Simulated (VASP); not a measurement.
Here is a VASP 6.6.1 calculation.

The input INCAR:

```
PREC = Accurate ; ENCUT = 520
EDIFF = 1E-6 ; ISMEAR = 0
SIGMA = 0.01 ; LREAL = F
LASPH = T ; NELM = 60
ALGO = Normal ; ISIF = 2
LWAVE = F ; LCHARG = T
GGA = PS ; LELF = T
LVHAR = T ; NBANDS = 17
```

KPOINTS

```
regular mesh
0
Gamma
  6 6 6
```

File POSCAR:

```
PbS
1.0
    2.1126617100      1.2197458000      3.4519162500
   -2.1126617100      1.2197458000      3.4519162500
    0.0000000000     -2.4394916100      3.4519162500
Pb S
1 1
Direct
    0.9805657823      0.9805657823      0.9805657782
    0.4750355513      0.4750355513      0.4750355494
```

Potentials or basis: VASP PAW PBE potentials, release 64 (Pb_d, S).

Launch:

```bash
$ cat potpaw_PBE.64/Pb_d/POTCAR potpaw_PBE.64/S/POTCAR > POTCAR
$ mpirun -np 1 vasp_std > vasp.out
```

Predict the pressure.

-2.1 GPa.

Estimate the band gap on the k mesh.

0.36 eV, direct.

Caveat: the PAW data sets were made with another functional, which shifts forces and pressure a little; spin-orbit coupling is left out, which moves the levels of the heavy elements. A k mesh can miss the band edges.
